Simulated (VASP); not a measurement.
Cu:

```
CELL_PARAMETERS angstrom
1.21846 -3.97638 0.00000
1.21846 3.97638 0.00000
0.00000 0.00000 2.47550
ATOMIC_POSITIONS crystal
Cu 0.13387 0.86613 0.25000
Cu 0.86613 0.13387 0.75000
```

Base run:

| Quantity | Value |
| --- | --- |
| Program | VASP 6.6.1 |
| Functional | LDA |
| Potentials or basis | VASP PAW LDA potentials, release 64 (Cu) |
| Cutoff | 520 eV |
| k mesh | 14 × 14 × 13 |
| Occupations | gaussian, width 0.1 eV |
| Spin | no spin polarisation |

Its results: band gap on the k mesh zero (band 11 reaches 10.79 eV, above the bottom of band 12 at 5.47 eV); pressure -6.5 GPa; largest force 0.042 eV/Å.

Task: The run is repeated on the same cell with these changes: functional from LDA to BLYP; potentials or basis from VASP PAW LDA potentials, release 64 (Cu) to VASP PAW PBE potentials, release 64 (Cu). What comes out?

Result: Band gap on the k mesh zero (band 11 reaches 11.60 eV, above the bottom of band 12 at 6.15 eV); pressure 15.2 GPa; largest force 0.104 eV/Å.

Caveats: the PAW data sets were made with another functional, which shifts forces and pressure a little (some runs).
